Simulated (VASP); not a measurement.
Set up this calculation in VASP 6.6.1, as the native input.

```yaml
Task: single point
Functional: r2SCAN
Potentials_or_basis: VASP PAW PBE potentials, release 64 (Li_sv)
Cutoff: 520 eV
k_mesh: 18 × 18 × 10
Occupations: gaussian, width 0.15 eV
Spin: no spin polarisation
Dipole_correction: no
Further_INCAR_settings: ALGO = Normal; EDIFF = 1e-06; NBANDS = 10
```

The system is Li.

```
Li
1.0
     3.11100    0.00000    0.00000
    -1.55550    2.69421    0.00000
     0.00000    0.00000    5.09300
Li
2
Direct
  0.33333 0.66667 0.25000
  0.66667 0.33333 0.75000
```

These files were run (other wordings do the same):

POSCAR

```
Li
1.0
    3.1110021516      0.0000000000      0.0000000000
   -1.5555010758      2.6942068945      0.0000000000
    0.0000000000      0.0000000000      5.0930000000
Li
2
Direct
    0.3333333333      0.6666666667      0.2500000000
    0.6666666667      0.3333333333      0.7500000000
```

INCAR.step1

```
  PREC = Accurate
  ENCUT = 520
  ISMEAR = 0
  SIGMA = 0.15
  LREAL = F
  LASPH = T
  NELM = 60
  NBANDS = 10
  GGA = PE
  ALGO = Normal
  EDIFF = 1E-4
  LWAVE = T
  LCHARG = F
```

INCAR.step2

```
  PREC = Accurate
  ENCUT = 520
  EDIFF = 1E-6
  ISMEAR = 0
  SIGMA = 0.15
  LREAL = F
  LASPH = T
  NELM = 60
  ALGO = Normal
  ISIF = 2
  LWAVE = F
  LCHARG = T
  METAGGA = R2SCAN
  LMIXTAU = T
  LELF = T
  LVHAR = T
  NBANDS = 10
  ISTART = 1
```

KPOINTS

```
Automatic mesh
0
Gamma
  18 18 10
```

Potentials or basis: VASP PAW PBE potentials, release 64 (Li_sv).

Launch:

```bash
$ cat potpaw_PBE.64/Li_sv/POTCAR > POTCAR
$ cp INCAR.step1 INCAR
$ mpirun -np 1 vasp_std > vasp.out
$ cp INCAR.step2 INCAR
$ mpirun -np 1 vasp_std > vasp.out
```

It gave:

- Band gap on the k mesh: zero (band 3 reaches 2.80 eV, above the bottom of band 4 at -2.10 eV)

It took 3.4 min on 1 thread of Intel(R) Xeon(R) Platinum 8488C (Sapphire Rapids), with other jobs on the host, peak memory 0.21 GiB.
